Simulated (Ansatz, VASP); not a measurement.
**K: VASP beside Ansatz**

```
K
1.0
     4.35660    0.00000    0.00000
     0.00000    4.35660    0.00000
     0.00000    0.00000   28.91515
K
2
Direct
  0.50000 0.00000 0.21327
  0.00000 0.50000 0.34008
```

Alike in both runs: functional PBE; k mesh 4 × 4 × 1; occupations gaussian, width 0.1 eV; no spin polarisation.

Ansatz relaxed the structure, and its values are those at the end. VASP's run is a single point on that final structure, the one shown.

|  | VASP | Ansatz |
| --- | --- | --- |
| version | VASP 6.6.1 | Ansatz 0.2.0 |
| potentials or method | VASP PAW PBE potentials, release 64 (K_sv), cutoff 520 eV | scalar-relativistic, plane waves, PAW |
| valence electrons in the cell | 18 | 18 |

|  | VASP | Ansatz | Ansatz less VASP |
| --- | --- | --- | --- |
| gap on the k mesh at the Fermi level (eV) | none | none | - |
| rms of the force components (eV/Å) | 0.006 | 0.006 | +0.0007 |

A gap of «none» marks a metal or a gap that the smearing closes. Ansatz's warnings: slab cell height set.

The k mesh is coarse, so the values compare programs but aren't converged.
